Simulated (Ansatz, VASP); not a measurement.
One calculation of CuP, two programs

The input INCAR:

```
SYSTEM = CuP
PREC = Accurate
ENCUT = 600
EDIFF = 1E-6
ISMEAR = 0
SIGMA = 0.1
LREAL = .False.
LASPH = .True.
NELM = 100
ALGO = Normal
ISIF = 3
LWAVE = .False.
LCHARG = .False.
GGA = PE
IBRION = 2
NSW = 100
EDIFFG = -0.01
```

KPOINTS

```
Automatic mesh
0
Gamma
  20 20 20
  0 0 0
```

Contents of POSCAR:

```
CuP
1.0
    0.0000000000      2.4216818496      2.4216818496
    2.4216818496      0.0000000000      2.4216818496
    2.4216818496      2.4216818496      0.0000000000
Cu P
1 1
Direct
    0.0000000000      0.0000000000      0.0000000000
    0.5000000000      0.5000000000      0.5000000000
```

Input for Ansatz:

```yaml
crystal:
  lattice:
    - [0.0, 2.4216818496, 2.4216818496]
    - [2.4216818496, 0.0, 2.4216818496]
    - [2.4216818496, 2.4216818496, 0.0]
  atoms:
    - { symbol: Cu, position: [0.0, 0.0, 0.0] }
    - { symbol: P, position: [0.5, 0.5, 0.5] }
basis:
  ecutwfc: 420
kpoints:
  mp_grid: { grid: [20, 20, 20] }
hamiltonian:
  xc: pbe
scf:
  occupations: { method: gaussian, width: 0.1 }
output:
  forces: true
  stress: true
  eigenvalues: true
relax:
  adjacent_minimum: "off"
  f_tol: 0.01
  max_steps: 80
  cell: { stress_tol: 0.05 }
```

Alike in both runs: task relaxation of cell and atoms; functional PBE; k mesh 20 × 20 × 20; occupations gaussian, width 0.1 eV; no spin polarisation.

|  | VASP | Ansatz |
| --- | --- | --- |
| version | VASP 6.6.1 | Ansatz 0.2.0 |
| potentials or method | VASP PAW PBE potentials, release 64 (Cu, P), cutoff 600 eV | scalar-relativistic, plane waves, PAW |
| valence electrons in the cell | 16 | 24 |

Ansatz gave:

* gap on the k mesh at the Fermi level, each at its own relaxed structure (eV): none
* relaxed volume (Å³/atom): 14.22
* relaxed length of the cell vector where the two differ most in proportion (Å): 3.426

Task: What did VASP give for the same quantities?

Result: gap on the k mesh at the Fermi level, each at its own relaxed structure (eV): none; relaxed volume (Å³/atom): 14.26; relaxed length of the cell vector where the two differ most in proportion (Å): 3.430.

A gap of «none» marks a metal or a gap that the smearing closes. VASP's potentials hold 16 valence electrons a cell and Ansatz's 24, so a difference there can come from the potentials and not from the codes.
